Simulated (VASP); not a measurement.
Si2Ge:

```
Si Ge
1.0
     0.00000    2.85456    2.85456
     2.85456    0.00000    2.85456
     2.85456    2.85456    0.00000
Si Ge
2 1
Direct
  0.25000 0.25000 0.25000
  0.75000 0.75000 0.75000
  0.00000 0.00000 0.00000
```

| Quantity | Value |
| --- | --- |
| Program | VASP 6.6.1 |
| Task | relaxation of cell and atoms |
| Functional | r2SCAN |
| Potentials or basis | VASP PAW PBE potentials, release 64 (Si, Ge_d) |
| Cutoff | 600 eV |
| k mesh | 6 × 6 × 6 |
| Occupations | gaussian, width 0.1 eV |
| Spin | no spin polarisation |

At the start: pressure 18.3 GPa; volume 15.51 Å³/atom.

Problem. Where does the relaxation end?

Solution. Over 4 steps the energy falls by 157.7 meV/atom and the volume is 18.93 Å³/atom (+22.1 %); space group Fm-3m (No. 225, to 0.1 Å) before and after.

The path:
```
step  energy change (eV)  largest force (eV/Å)  pressure (GPa)  volume (Å³)
   1              0.0000                0.0000           18.28        46.52
   2             -0.4476                0.0000           -2.79        59.48
   3             -0.4727                0.0000            0.49        56.34
   4             -0.4732                0.0000           -0.06        56.78
```

Final structure:
```
CELL_PARAMETERS angstrom
0.00000 3.05063 3.05063
3.05063 0.00000 3.05063
3.05063 3.05063 0.00000
ATOMIC_POSITIONS crystal
Si 0.25000 0.25000 0.25000
Si 0.75000 0.75000 0.75000
Ge 0.00000 0.00000 0.00000
```

Caveat: the volume moved by over 15 % at a fixed basis, so the end points are rough; the PAW data sets were made with another functional, which shifts forces and pressure a little.
